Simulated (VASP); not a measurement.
Runs of VASP 6.6.1 on CaB. The structure is that of space group Pm-3m (No. 221), or close to it. The cells are those of the table. 

```csv
task,cell,k mesh,cutoff (eV),gap on the mesh (eV),pressure (GPa),relaxed volume (Å³/atom)
relaxation of cell and atoms,"relaxed from a = 3.081 Å, 2 atoms",6 × 6 × 6,500,none,-0.1,(b)
single point,"a = 3.081 Å, 2 atoms",6 × 6 × 6,500,none,14.4,-
single point,"a = 3.266 Å, 2 atoms",6 × 6 × 6,500,none,0.3,-
relaxation of cell and atoms,"relaxed from a = 3.266 Å, 2 atoms",18 × 18 × 18,600,none,0.0,17.45
single point,"a = 3.265 Å, 2 atoms",18 × 18 × 18,520,none,(a),-
```

Alike in all rows: level PBE; potentials or basis VASP PAW PBE potentials, release 64 (Ca_sv, B); no spin polarisation; smearing gaussian 0.1 eV.

Question: Fill in the values left out.

Answer: (a) 0.2; (b) 17.58.

Caveats: the volume moved by over 15 % at a fixed basis, so the end points are rough (some runs).

A gap of «none» marks levels without a gap at the run's occupations.
